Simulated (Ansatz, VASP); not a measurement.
Sc4Ta in VASP and in Ansatz

INCAR

```
PREC = Accurate ; ENCUT = 600
EDIFF = 1E-6 ; ISMEAR = 0
SIGMA = 0.1 ; LREAL = F
LASPH = T ; NELM = 100
ALGO = Fast ; ISIF = 3
LWAVE = F ; LCHARG = F
GGA = PE ; IBRION = 2
NSW = 100 ; EDIFFG = -0.01
```

The input KPOINTS:

```
regular mesh
0
Gamma
  8 8 8
```

File POSCAR:

```
Sc4Ta
1.0
    5.0130145497      0.0000000000      0.0000000000
    0.0000000000      5.0130145497      0.0000000000
    0.0000000000      0.0000000000      5.0130145497
Sc Ta
4 1
Direct
    0.2852945509      0.2852945509      0.2852945509
    0.7147054491      0.7147054491      0.2852945509
    0.2852945509      0.7147054491      0.7147054491
    0.7147054491      0.2852945509      0.7147054491
    0.0000000000      0.0000000000      0.0000000000
```

Input for Ansatz:

```yaml
crystal:
  lattice:
    - [5.0130145497, 0.0, 0.0]
    - [0.0, 5.0130145497, 0.0]
    - [0.0, 0.0, 5.0130145497]
  atoms:
    - { symbol: Sc, position: [0.2852945509, 0.2852945509, 0.2852945509] }
    - { symbol: Sc, position: [0.7147054491, 0.7147054491, 0.2852945509] }
    - { symbol: Sc, position: [0.2852945509, 0.7147054491, 0.7147054491] }
    - { symbol: Sc, position: [0.7147054491, 0.2852945509, 0.7147054491] }
    - { symbol: Ta, position: [0.0, 0.0, 0.0] }
basis:
  ecutwfc: 420
kpoints:
  mp_grid: { grid: [8, 8, 8] }
hamiltonian:
  xc: pbe
scf:
  occupations: { method: gaussian, width: 0.1 }
output:
  forces: true
  stress: true
  eigenvalues: true
relax:
  adjacent_minimum: "off"
  f_tol: 0.01
  max_steps: 80
  cell: { stress_tol: 0.05 }
```

Change from the starting cell: species swapped into the SnI4 type (P-43m, No. 215).

Alike in both runs: task relaxation of cell and atoms; functional PBE; k mesh 8 × 8 × 8; occupations gaussian, width 0.1 eV; no spin polarisation.

|  | VASP | Ansatz |
| --- | --- | --- |
| version | VASP 6.6.1 | Ansatz 0.2.0 |
| potentials or method | VASP PAW PBE potentials, release 64 (Sc_sv, Ta_pv), cutoff 600 eV | scalar-relativistic, plane waves, PAW |
| valence electrons in the cell | 55 | 57 |

Ansatz gave:

* gap on the k mesh at the Fermi level, each at its own relaxed structure (eV): none
* relaxed volume (Å³/atom): 25.12
* relaxed cell length with the largest relative difference (Å): 5.008

Estimate VASP's values.

gap on the k mesh at the Fermi level, each at its own relaxed structure (eV): none; relaxed volume (Å³/atom): 25.24; relaxed cell length with the largest relative difference (Å): 5.016.

A gap of «none» marks a metal or a gap that the smearing closes. VASP's potentials hold 55 valence electrons a cell and Ansatz's 57, so a difference there can come from the potentials and not from the codes.

Neither program's run includes spin-orbit coupling.
